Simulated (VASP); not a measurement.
# Cs (Im-3m) in VASP: notebook

Aim: see how the results for Cs move with the level of theory and the settings. Levels: PBEsol, PBE. Tasks: single point.

Everything below comes from runs of VASP 6.6.1. Logs are shortened: lines on timing, memory, paths and dates and some standing lists are left out, and cuts for length are marked.

### 1 The cell of the first run

The structure is cubic, space group Im-3m (No. 229). Conventional cell: a = 6.380 Å, b = 6.380 Å, c = 6.380 Å, α = 90.00°, β = 90.00°, γ = 90.00°.

### 2 Single point, PBEsol

File INCAR:

```
SYSTEM = Cs
  ALGO = Fast
  EDIFF = 1E-7
  ENCUT = 520
  GGA = PS
  ISIF = 2
  ISMEAR = -1
  LASPH = .TRUE.
  LCHARG = .FALSE.
  LREAL = .FALSE.
  LWAVE = .FALSE.
  NBANDS = 10
  NELM = 60
  PREC = Accurate
  SIGMA = 0.05
```

File KPOINTS:

```
k-points
0
G
  6 6 6
  0 0 0
```

File POSCAR:

```
Cs
1.0
   -3.1898230911      3.1898230911      3.1898230911
    3.1898230911     -3.1898230911      3.1898230911
    3.1898230911      3.1898230911     -3.1898230911
Cs
1
Direct
    0.0000000000      0.0000000000      0.0000000000
```

Potentials or basis: VASP PAW PBE potentials, release 64 (Cs_sv).

The run is started by

```bash
> cat potpaw_PBE.64/Cs_sv/POTCAR > POTCAR
> mpirun -np 1 vasp_std > vasp.out
```

OUTCAR:

```text
SYSTEM = Cs
   EDIFF = 1E-7
   ENCUT = 520
   GGA = PS
   ISIF = 2
   ISMEAR = -1
   LASPH = .TRUE.
   LREAL = .FALSE.
   NELM = 60
   PREC = Accurate

 ion  position               nearest neighbor table
   1  0.000  0.000  0.000-

  LATTYP: Found a body centered cubic cell.
 ALAT       =     6.3796461822

  Lattice vectors:

 A1 = (  -3.1898230911,   3.1898230911,   3.1898230911)
 A2 = (   3.1898230911,  -3.1898230911,   3.1898230911)
 A3 = (   3.1898230911,   3.1898230911,  -3.1898230911)

Analysis of symmetry for initial positions (statically):
=====================================================================
 Subroutine PRICEL returns:
 Original cell was already a primitive cell.

 Routine SETGRP: Setting up the symmetry group for a
 body centered cubic supercell.

 Subroutine GETGRP returns: Found 48 space group operations
 (whereof 48 operations were pure point group operations)
 out of a pool of 48 trial point group operations.

The static configuration has the point symmetry O_h .

Analysis of symmetry for dynamics (positions and initial velocities):
=====================================================================
 Subroutine PRICEL returns:
 Original cell was already a primitive cell.

 Routine SETGRP: Setting up the symmetry group for a
 body centered cubic supercell.

 Subroutine GETGRP returns: Found 48 space group operations
 (whereof 48 operations were pure point group operations)
 out of a pool of 48 trial point group operations.

The dynamic configuration has the point symmetry O_h .

 Subroutine INISYM returns: Found 48 space group operations
 (whereof 48 operations are pure point group operations),
 and found     1 'primitive' translations

----------------------------------------------------------------------------------------

                                     Primitive cell

  volume of cell :     129.8254

  direct lattice vectors                    reciprocal lattice vectors
    -3.189823091  3.189823091  3.189823091     0.000000000  0.156748505  0.156748505
     3.189823091 -3.189823091  3.189823091     0.156748505  0.000000000  0.156748505
     3.189823091  3.189823091 -3.189823091     0.156748505  0.156748505  0.000000000

  length of vectors
     5.524935661  5.524935661  5.524935661     0.221675861  0.221675861  0.221675861

  position of ions in fractional coordinates (direct lattice)
     0.000000000  0.000000000  0.000000000

  ion indices of the primitive-cell ions
   primitive index   ion index
                 1           1

----------------------------------------------------------------------------------------

 KPOINTS: k-points

Automatic generation of k-mesh.
 Grid dimensions read from file:
 generate k-points for:    6    6    6

 Generating k-lattice:

  Cartesian coordinates                     Fractional coordinates (reciprocal lattice)
     0.000000000  0.026124751  0.026124751     0.166666667  0.000000000  0.000000000
     0.026124751  0.000000000  0.026124751     0.000000000  0.166666667  0.000000000
     0.026124751  0.026124751  0.000000000     0.000000000  0.000000000  0.166666667

  Length of vectors
     0.036945977  0.036945977  0.036945977

  Shift w.r.t. Gamma in fractional coordinates (k-lattice)
     0.000000000  0.000000000  0.000000000

 Subroutine IBZKPT returns following result:
 ===========================================

 Found     16 irreducible k-points:

 Following reciprocal coordinates:
            Coordinates               Weight
  0.000000  0.000000  0.000000      1.000000
  0.166667  0.000000  0.000000     12.000000
  0.333333  0.000000  0.000000     12.000000
  0.500000  0.000000  0.000000      6.000000
  0.166667  0.166667  0.000000     24.000000
  0.333333  0.166667  0.000000     48.000000
[... 8 lines left out ...]
  0.500000  0.500000  0.333333     12.000000
  0.500000  0.500000  0.500000      1.000000
   k-points           NKPTS =     16   k-points in BZ     NKDIM =     16   number of bands    NBANDS=     10
   number of dos      NEDOS =    301   number of ions     NIONS =      1
   total plane-waves  NPLWV =  74088
   dimension x,y,z NGX =    42 NGY =   42 NGZ =   42
   dimension x,y,z NGXF=    84 NGYF=   84 NGZF=   84
   ions per type =               1
   NGX,Y,Z   is equivalent  to a cutoff of  12.64, 12.64, 12.64 a.u.
   NGXF,Y,Z  is equivalent  to a cutoff of  25.28, 25.28, 25.28 a.u.
 SYSTEM =  Cs
   PREC   = accura    normal or accurate (medium, high low for compatibility)
   ISTART =      0    job   : 0-new  1-cont  2-samecut
   ICHARG =      2    charge: 1-file 2-atom 10-const
   ISPIN  =      1    spin polarized calculation?
   LNONCOLLINEAR =      F non collinear calculations
   LSORBIT =      F    spin-orbit coupling
   LASPH  =      T    aspherical Exc in radial PAW
   ENCUT  =  520.0 eV  38.22 Ry    6.18 a.u.  10.27 10.27 10.27*2*pi/ulx,y,z
   NELM   =     60;   NELMIN=  2; NELMDL= -5     # of ELM steps
   EDIFF  = 0.1E-06   stopping-criterion for ELM
   LREAL  =      F    real-space projection
   EDIFFG = 0.1E-05   stopping-criterion for IOM
   NSW    =      0    number of steps for IOM
   IBRION =     -1    ionic relax: 0-MD 1-quasi-New 2-CG
   NFREE  =      0    steps in history (QN), initial steepest desc. (CG)
   ISIF   =      2    stress and relaxation
   ISYM   =      2    0-nonsym 1-usesym 2-fastsym
   POTIM  = 0.5000    time-step for ionic-motion
   TEBEG  =    0.0;   TEEND  =   0.0 temperature during run
   PSTRESS=    0.0 pullay stress
   NELECT =       9.0000    total number of electrons
   NUPDOWN=      -1.0000    fix difference up-down
   EMIN   =  10.00;   EMAX   =-10.00  energy-range for DOS
   EFERMI =   0.00;   METHOD = LEGACY
   ISMEAR =    -1;   SIGMA  =   0.05  broadening in eV -4-tet -1-fermi 0-gaus
   EFERMI_NEDOS =   21; number of points for ismear=-14 and -15
   IALGO  =     68    algorithm
   IMIX   =      4    mixing-type and parameters
     AMIX     =   0.40;   BMIX     =  1.00
     AMIX_MAG =   1.60;   BMIX_MAG =  1.00
  volume/ion in A,a.u.               =     129.83       876.11
  Fermi-wavevector in a.u.,A,eV,Ry     =   0.672516  1.270870  6.153607  0.452277
  Thomas-Fermi vector in A             =   1.748659
   LORBIT       =      0    0 simple, 1 ext, 2 COOP (PROOUT), +10 PAW based schemes
   GGA     = PS    functional components
   LHFCALC =     F    Hartree Fock is set to
   AEXX    =    0.0000 exact exchange contribution
   IVDW    =     0    specifies the selected vdW correction
   LEPSILON=     F    determine dielectric tensor
   LRPA    =     F    only Hartree local field effects (RPA)
 non-spin polarized calculation
 RMM-DIIS sequential band-by-band and
  energy-cutoff  :      520.00
  volume of cell :      129.83
 maximum number of plane-waves:      3523
 NGX is ok and might be reduce to    42
   NGX = 21   NGY = 21   NGZ = 21

 number of electron       8.9999999 magnetization

 Free energy of the ion-electron system (eV)
  ---------------------------------------------------
  ext. energy  EPLUGINS =         0.00000000
  ---------------------------------------------------
  free energy    TOTEN  =        -0.91903895 eV

  energy without entropy =       -0.90128957  energy(sigma->0) =       -0.91016426

 E-fermi :   0.1052     XC(G=0):  -5.1712

 val. band max:       -0.0268911673   @ k =   0.1667   0.1667   0.1667
 cond. band min:       0.1207369935   @ k =   0.3333   0.1667   0.0000
 fundamental gap:      0.1476281608
 Fermi energy:         0.1052376746

 k-point     1 :       0.0000    0.0000    0.0000
  band No.  band energies     occupation
      1     -23.8275      2.00000
      2     -10.5613      2.00000
      3     -10.5613      2.00000
      4     -10.5613      2.00000
      5      -1.4583      2.00000
      6       2.5243      0.00000
      7       2.5243      0.00000
      8       2.5243      0.00000
      9       3.3126      0.00000
     10       3.3126      0.00000

 k-point     2 :       0.1667    0.0000    0.0000
  band No.  band energies     occupation
      1     -23.8266      2.00000
      2     -10.5843      2.00000
      3     -10.5690      2.00000
      4     -10.5612      2.00000
      5      -1.1904      2.00000
      6       2.1946      0.00000
      7       2.2682      0.00000
      8       2.7907      0.00000
      9       3.1073      0.00000
     10       3.2843      0.00000

 k-point     3 :       0.3333    0.0000    0.0000
  band No.  band energies     occupation
      1     -23.8247      2.00000
      2     -10.6293      2.00000
      3     -10.5843      2.00000
      4     -10.5611      2.00000
      5      -0.4804      1.99998
      6       1.4191      0.00000
      7       1.9001      0.00000
      8       3.2206      0.00000
      9       3.4066      0.00000
     10       3.5581      0.00000

 k-point     4 :       0.5000    0.0000    0.0000
  band No.  band energies     occupation
      1     -23.8238      2.00000
      2     -10.6513      2.00000
      3     -10.5920      2.00000
      4     -10.5611      2.00000
      5       0.1774      0.38197
      6       0.8629      0.00000
      7       1.7548      0.00000
      8       3.1027      0.00000
      9       3.7095      0.00000
     10       4.1999      0.00000

 k-point     5 :       0.1667    0.1667    0.0000
  band No.  band energies     occupation
      1     -23.8252      2.00000
      2     -10.6149      2.00000
      3     -10.5785      2.00000
      4     -10.5665      2.00000
      5      -0.6937      2.00000
      6       1.7089      0.00000
      7       1.9061      0.00000
      8       3.0161      0.00000
      9       3.2536      0.00000
     10       3.5600      0.00000

 k-point     6 :       0.3333    0.1667    0.0000
  band No.  band energies     occupation
      1     -23.8238      2.00000
      2     -10.6400      2.00000
      3     -10.5964      2.00000
      4     -10.5683      2.00000
      5       0.1207      0.84624
      6       1.0935      0.00000
      7       1.6189      0.00000
      8       3.0305      0.00000
      9       3.5158      0.00000
     10       3.8953      0.00000

 k-point     7 :       0.3333    0.3333    0.0000
  band No.  band energies     occupation
      1     -23.8234      2.00000
      2     -10.6236      2.00000
      3     -10.6236      2.00000
      4     -10.5727      2.00000
      5       0.9324      0.00000
      6       0.9620      0.00000
      7       0.9620      0.00000
      8       3.0893      0.00000
      9       3.4508      0.00000
     10       3.4508      0.00000

 k-point     8 :       0.1667    0.1667    0.1667
  band No.  band energies     occupation
      1     -23.8242      2.00000
      2     -10.6324      2.00000
      3     -10.5815      2.00000
      4     -10.5815      2.00000
      5      -0.0269      1.86710
      6       1.3951      0.00000
      7       1.3951      0.00000
      8       3.2537      0.00000
      9       3.5845      0.00000
     10       3.5845      0.00000

 k-point     9 :       0.3333    0.1667    0.1667
  band No.  band energies     occupation
      1     -23.8237      2.00000
      2     -10.6282      2.00000
      3     -10.6020      2.00000
      4     -10.5830      2.00000
      5       0.7243      0.00001
      6       0.9293      0.00000
      7       1.3007      0.00000
      8       2.6114      0.00000
      9       3.6891      0.00000
     10       3.7604      0.00000

 k-point    10 :      -0.1667    0.1667    0.1667
  band No.  band energies     occupation
      1     -23.8257      2.00000
      2     -10.5883      2.00000
      3     -10.5770      2.00000
      4     -10.5770      2.00000
      5      -0.9323      2.00000
      6       2.2679      0.00000
      7       2.2876      0.00000
      8       2.2876      0.00000
      9       2.8349      0.00000
     10       3.6700      0.00000

 k-point    11 :      -0.3333    0.3333    0.1667
  band No.  band energies     occupation
      1     -23.8240      2.00000
      2     -10.6253      2.00000
      3     -10.5928      2.00000
      4     -10.5787      2.00000
      5      -0.2462      1.99823
      6       1.4387      0.00000
      7       2.0737      0.00000
      8       2.4594      0.00000
      9       3.4083      0.00000
     10       3.4962      0.00000

 k-point    12 :       0.5000    0.5000    0.1667
  band No.  band energies     occupation
      1     -23.8231      2.00000
      2     -10.6452      2.00000
      3     -10.6007      2.00000
      4     -10.5778      2.00000
      5       0.4524      0.00193
      6       0.8493      0.00000
      7       1.9589      0.00000
      8       2.3192      0.00000
      9       3.5064      0.00000
     10       4.4766      0.00000

 k-point    13 :      -0.3333    0.5000    0.1667
  band No.  band energies     occupation
      1     -23.8227      2.00000
      2     -10.6342      2.00000
      3     -10.6143      2.00000
      4     -10.5848      2.00000
      5       0.4981      0.00077
      6       1.0909      0.00000
      7       1.5841      0.00000
      8       2.7657      0.00000
      9       3.0487      0.00000
     10       4.0242      0.00000

 k-point    14 :      -0.3333    0.3333    0.3333
  band No.  band energies     occupation
      1     -23.8224      2.00000
      2     -10.6208      2.00000
      3     -10.6097      2.00000
      4     -10.6097      2.00000
      5       0.3227      0.02548
      6       1.2205      0.00000
      7       2.3793      0.00000
      8       2.3793      0.00000
      9       2.6064      0.00000
     10       3.6507      0.00000

 k-point    15 :       0.5000    0.5000    0.3333
  band No.  band energies     occupation
      1     -23.8216      2.00000
      2     -10.6329      2.00000
      3     -10.6181      2.00000
      4     -10.6106      2.00000
      5       0.8427      0.00000
      6       0.8880      0.00000
      7       2.0470      0.00000
      8       2.4636      0.00000
      9       3.0494      0.00000
     10       4.2560      0.00000

 k-point    16 :       0.5000    0.5000    0.5000
  band No.  band energies     occupation
      1     -23.8209      2.00000
      2     -10.6267      2.00000
      3     -10.6267      2.00000
      4     -10.6267      2.00000
      5       0.8519      0.00000
      6       0.8519      0.00000
      7       2.8126      0.00000
      8       2.8126      0.00000
      9       2.8126      0.00000
     10       3.9751      0.00000

------------------------ aborting loop because EDIFF is reached ----------------------------------------

  FORCE on cell =-STRESS in cart. coord.  units (eV):
  Direction    XX          YY          ZZ          XY          YZ          ZX
  --------------------------------------------------------------------------------------
  -------------------------------------------------------------------------------------
  Total       -0.2174229     -0.2174229     -0.2174229      0.0000000      0.0000000      0.0000000
  in kB       -2.6832187     -2.6832187     -2.6832187      0.0000000      0.0000000      0.0000000
  external PRESSURE =      -2.6832187 kB  Pullay stress =       0.0000000 kB

 VOLUME and BASIS-vectors are now :
 -----------------------------------------------------------------------------
  energy-cutoff  :      520.00
  volume of cell :      129.83
      direct lattice vectors                 reciprocal lattice vectors
    -3.189823091  3.189823091  3.189823091     0.000000000  0.156748505  0.156748505
     3.189823091 -3.189823091  3.189823091     0.156748505  0.000000000  0.156748505
     3.189823091  3.189823091 -3.189823091     0.156748505  0.156748505  0.000000000

 POSITION                                       TOTAL-FORCE (eV/Angst)
 -----------------------------------------------------------------------------------
      0.00000      0.00000      0.00000        -0.000000      0.000000      0.000000
 -----------------------------------------------------------------------------------
    total drift:                                0.000000      0.000000      0.000000

  FREE ENERGIE OF THE ION-ELECTRON SYSTEM (eV)
  ---------------------------------------------------
  free  energy   TOTEN  =        -0.9190389486 eV

  energy  without entropy=       -0.9012895707  energy(sigma->0) =       -0.91016426
```

Run time: 21 s. Hardware: 1 thread of AMD EPYC 7R43 (Zen 3), shared host; peak memory 0.21 GiB.

Results:

* Free energy: -0.9190 eV
* Pressure: -0.3 GPa

Levels at points of the mesh, in eV from the Fermi level:
```tsv
k point	band 1	band 2	band 3	band 4	band 5	band 6	band 7	band 8
(0.00, 0.00, 0.00)	-23.93	-10.67	-10.67	-10.67	-1.56	2.42	2.42	2.42
(0.50, 0.00, 0.00)	-23.93	-10.76	-10.70	-10.67	0.07	0.76	1.65	3.00
(0.50, 0.50, 0.50)	-23.93	-10.73	-10.73	-10.73	0.75	0.75	2.71	2.71
```

Caveat: the PAW data sets were made with another functional, which shifts forces and pressure a little; spin-orbit coupling is left out, which moves the levels of the heavy elements.

### 3 Single point, PBE, non-collinear spin, zero start, spin-orbit coupling

This run uses another cell than the first one, of 122.48 Å³/atom, 0.943 times its volume.

File INCAR:

```
SYSTEM = Cs
ALGO = Fast
EDIFF = 1E-6
ENCUT = 520
GGA = PE
GGA_COMPAT = .False.
ISIF = 2
ISMEAR = -5
LASPH = .True.
LCHARG = .False.
LNONCOLLINEAR = .True.
LORBIT = 11
LORBMOM = .True.
LREAL = .False.
LSORBIT = .True.
LWAVE = .False.
MAGMOM = 0 0 0
NBANDS = 20
NELM = 150
PREC = Accurate
SIGMA = 0.1
```

File KPOINTS:

```
k-points
0
Gamma
  6 6 6
  0 0 0
```

File POSCAR:

```
Cs
1.0
    5.4186604400      0.0000000000      0.0000000000
   -1.8062201463      5.1087620562      0.0000000000
   -1.8062201463     -2.5543810273      4.4243177231
Cs
1
Direct
    0.0000000000      0.0000000000      0.0000000000
```

Potentials or basis: VASP PAW PBE potentials, release 64 (Cs_sv).

The run is started by

```bash
> cat potpaw_PBE.64/Cs_sv/POTCAR > POTCAR
> mpirun -np 1 vasp_ncl > vasp.out
```

It took 2.2 min on 1 thread of Oxide Virtual Turin-like, shared host; peak memory 0.45 GiB.

The run converged. Its results:

```yaml
Free_energy: -1.0152 eV
Pressure: -0.1 GPa
Net_moment: 0.00 μB per cell
Valence_electrons_inside_the_program's_atomic_spheres: Cs 6.54
```

Moments on the atoms (μB; x, y, z):
```
Cs  0.00 0.00 0.00
```
